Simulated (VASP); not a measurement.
V: single point with PBE

The system is V.

```
V
1.0
     2.50274    0.00000    0.00000
    -1.25137    2.16744    0.00000
     0.00000    0.00000    4.48895
V
2
Direct
  0.33333 0.66667 0.25000
  0.66667 0.33333 0.75000
```

This cell differs from its parent crystal: volume scaled by 0.88.

| Item | Value |
| --- | --- |
| Program | VASP 6.6.1 |
| Task | single point |
| Functional | PBE |
| Potentials or basis | VASP PAW PBE potentials, release 64 (V_sv) |
| Cutoff | 520 eV |
| k mesh | 23 × 23 × 11 |
| Occupations | fermi-dirac, width 0.05 eV |
| Spin | collinear spin, ferromagnetic start |
| Starting moments | [1.0, 1.0] μB |

```json
{"Pressure": "28.7 GPa", "Band gap on the k mesh": "zero (filled and empty bands overlap)", "Net moment": "0.00 μB per cell", "Valence electrons inside the program's atomic spheres": "V 11.87"}
```

Stress tensor (GPa, compression positive):
```
28.60  0.00  0.00
 0.00 28.60  0.00
 0.00  0.00 28.92
```

Levels at points of the mesh, in eV from the Fermi level:
Spin up:
```csv
k point,band 11,band 12,band 13,band 14,band 15,band 16
"(0.00, 0.00, 0.00)",-0.66,0.13,0.30,0.30,0.70,0.70
```
Spin down:
```tsv
k point	band 11	band 12	band 13	band 14	band 15	band 16
(0.00, 0.00, 0.00)	-0.66	0.13	0.30	0.30	0.70	0.70
```

Wall time 11 min on 1 thread of Intel Xeon 8259CL, with other jobs on the host, peak memory 0.36 GiB.
